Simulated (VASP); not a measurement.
A run of VASP 6.6.1 is set up as follows.

The input INCAR:

```
SYSTEM = Hf16N5
PREC = Accurate
ENCUT = 600
EDIFF = 1E-6
ISMEAR = 0
SIGMA = 0.1
LREAL = .False.
LASPH = .True.
NELM = 120
ALGO = Normal
ISIF = 2
LWAVE = .False.
LCHARG = .False.
GGA = PE
ISYM = 0
NBANDS = 108
GGA_COMPAT = .False.
```

KPOINTS

```
Automatic mesh
0
Gamma
  3 3 3
  0 0 0
```

Contents of POSCAR:

```
Hf16N5
1.0
    5.1655182720     -5.5438218805     -0.0000127714
   -5.1859328251     -5.5643961884      0.0000064865
    0.0102265922      5.5541073344     -6.5020663877
Hf N
16 5
Direct
    0.7235873967      0.4632014904      0.5094045235
    0.4632832924      0.2022006189      0.9913379931
    0.2214092713      0.9624719512      0.5055306141
    0.9647882661      0.7048544718      0.9968715682
    0.7873925205      0.0465849052      0.5094188268
    0.5296321834      0.7895141838      0.9913422581
    0.2856967641      0.5434331995      0.5055419276
    0.0336556459      0.2923987749      0.9968818035
    0.9213104724      0.1660851261      0.2538123041
    0.6612971695      0.9046493143      0.7411295008
    0.4232729117      0.6624985098      0.2490604348
    0.1706303738      0.4086611545      0.7506975351
    0.3340768268      0.0881003005      0.2538149635
    0.0814096706      0.8368616866      0.7411440062
    0.8273634388      0.5869366469      0.2490665946
    0.5816476106      0.3424064777      0.7507033574
    0.5013110744      0.5007087454      0.0010428322
    0.2516888121      0.2510831506      0.5017998965
    0.7485743701      0.7479776101      0.4955739293
    0.3748464209      0.8742492010      0.7481200785
    0.8766729545      0.3760688147      0.7517655197
```

Potentials or basis: VASP PAW PBE potentials, release 64 (Hf_pv, N).

Command:

```sh
$ cat potpaw_PBE.64/Hf_pv/POTCAR potpaw_PBE.64/N/POTCAR > POTCAR
$ mpirun -np 1 vasp_std > vasp.out
```

Question: What does it give for the largest force?

Answer: 0.101 eV/Å.

Question: Estimate the pressure.

Answer: -1.0 GPa.

Forces on the atoms (eV/Å):
```
Hf  -0.001 -0.017 -0.049
Hf  -0.006 -0.036  0.055
Hf  -0.017 -0.030 -0.057
Hf   0.044  0.032  0.049
Hf   0.001  0.017 -0.048
Hf   0.006  0.036  0.055
Hf   0.017  0.030 -0.056
Hf  -0.044 -0.032  0.049
Hf   0.033 -0.037 -0.041
Hf  -0.010  0.030  0.055
Hf   0.071 -0.070 -0.010
Hf   0.038 -0.027  0.005
Hf  -0.033  0.037 -0.041
Hf   0.010 -0.030  0.056
Hf  -0.071  0.070 -0.010
Hf  -0.038  0.027  0.005
N    0.000  0.000  0.007
N    0.000  0.000 -0.018
N    0.000  0.000 -0.018
N    0.000  0.000  0.008
N    0.000  0.000  0.005
```

Caveat: the cell differs from its parent crystal (atoms taken out, then relaxed in part).
